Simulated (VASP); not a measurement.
Wanted: the native input for a VASP 6.6.1 run.

```yaml
Task: single point
Functional: PBEsol
Potentials_or_basis: VASP PAW PBE potentials, release 64 (C, O, H)
Cutoff: 520 eV
k_mesh: 1 × 1 × 1
Occupations: fermi-dirac, width 0.05 eV
Spin: no spin polarisation
Dipole_correction: no
Further_INCAR_settings: LREAL = Auto; ALGO = Normal; EDIFF = 1e-06; NBANDS = 64
```

The structure of H6C2O lies in POSCAR:

```
H6C2O
1.0
    7.2936330000      0.0000000000      0.0000000000
    0.0000000000      7.2936330000      0.0000000000
    0.0000000000      0.0000000000      7.2936330000
C O H
8 4 24
Direct
    0.9846259059      0.9283302299      0.4951716106
    0.9586032091      0.8794656929      0.6961277048
    0.5796973881      0.5603380373     -0.0599701137
    0.3951117365      0.5351516864      0.0402954193
    0.9092313803      0.3058832272      0.2248262286
    0.9227911522      0.4508726995      0.3569688796
    0.5038092813      0.9734106446      0.3360328111
    0.4805698340      0.8435713725      0.4964604059
    0.9393672536      1.0394545489      0.8091577956
    0.3964142424      0.3695003574      0.1414247193
    0.7924308777      0.5817128446      0.3151104532
    0.3814834116      0.9229419687      0.6330727088
    0.8265702428      1.0173805016      0.8773542623
    0.8405550430      0.7881257530      0.7217939263
    1.0696315540      0.7954334966      0.7524645125
    1.0493673043      0.8129693391      0.4172680474
    0.8605313703      0.9820208941      0.4245895016
    1.0918152860      1.0342445253      0.5021365895
    0.5206870156      0.3352650181      0.1614010466
    0.3673752162      0.6512529490      0.1431659641
    0.2846455258      0.5313127217     -0.0561311489
    0.5624905997      0.6558048643     -0.1802256845
    0.6962099683      0.6200750710      0.0259130121
    0.6275336310      0.4276606734     -0.1042141824
    0.7874402235      0.6747940293      0.4045994637
    0.8927375425      0.3909162964      0.4893583212
    1.0725656199      0.5104314955      0.3588060984
    0.9717790846      0.1754543997      0.2737730292
    0.7626103480      0.2708663844      0.2091276049
    0.9580822068      0.3468093336      0.0957547494
    0.3843626352      0.8788487164      0.7493110772
    0.4093981696      0.7075486249      0.4348450217
    0.6185806168      0.8109813038      0.5381543053
    0.5525504231      0.9116033121      0.2158869249
    0.3695551997      1.0386456242      0.2975746106
    0.5888971929      1.0957502249      0.3622885879
```

The input as run:

INCAR

```
ALGO = Normal
EDIFF = 1E-6
ENCUT = 520
GGA = PS
ISIF = 2
ISMEAR = -1
LASPH = True
LCHARG = False
LREAL = Auto
LWAVE = False
NBANDS = 64
NELM = 100
PREC = Accurate
SIGMA = 0.05
```

KPOINTS

```
k-points
0
Gamma
  1 1 1
```

Potentials or basis: VASP PAW PBE potentials, release 64 (C, O, H).

The run is started by

```bash
$ cat potpaw_PBE.64/C/POTCAR potpaw_PBE.64/O/POTCAR potpaw_PBE.64/H/POTCAR > POTCAR
$ mpirun -np 1 vasp_gam > vasp.out
```

Results of the run:

- Pressure: 2.3 GPa
- Largest force: 4.321 eV/Å
- Band gap on the k mesh: 4.76 eV

Caveat: the k points lie up to 0.86 Å⁻¹ apart; the PAW data sets were made with another functional, which shifts forces and pressure a little.

Run time: 110 s on 1 thread of AMD EPYC 7R13 (shared host), peak memory 0.33 GiB.
